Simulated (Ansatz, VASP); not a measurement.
# Pd: VASP beside Ansatz

```
Pd
1.0
    -1.57228    1.57228    1.57228
     1.57228   -1.57228    1.57228
     1.57228    1.57228   -1.57228
Pd
1
Cartesian
  0.0000 0.0000 0.0000
```

Alike in both runs: task single point; functional HF; k mesh 6 × 6 × 6; occupations fermi-dirac, width 0.05 eV; no spin polarisation.

|  | VASP | Ansatz |
| --- | --- | --- |
| version | VASP 6.6.1 | Ansatz 0.2.0 |
| potentials or method | VASP PAW PBE potentials, release 64 (Pd) | Ansatz PAW |
| plane-wave cutoff (eV) | 520 | 420 |
| valence electrons in the cell | 10 | 18 |

|  | VASP | Ansatz | Ansatz less VASP |
| --- | --- | --- | --- |
| gap on the k mesh at the Fermi level (eV) | none | none | - |
| pressure (GPa) | 4.4 | 4.0 | -0.44 |

VASP's potentials were made for PBE, not for HF. A gap of «none» marks a metal or a gap that the smearing closes. With one functional, cell and mesh, what is left measures potentials, basis and numerics. VASP's potentials hold 10 valence electrons a cell and Ansatz's 18, so a difference there can come from the potentials and not from the codes.

The k mesh is coarse, so the values compare programs but aren't converged. Noted on Ansatz's run: Pulay correction over one GPa.
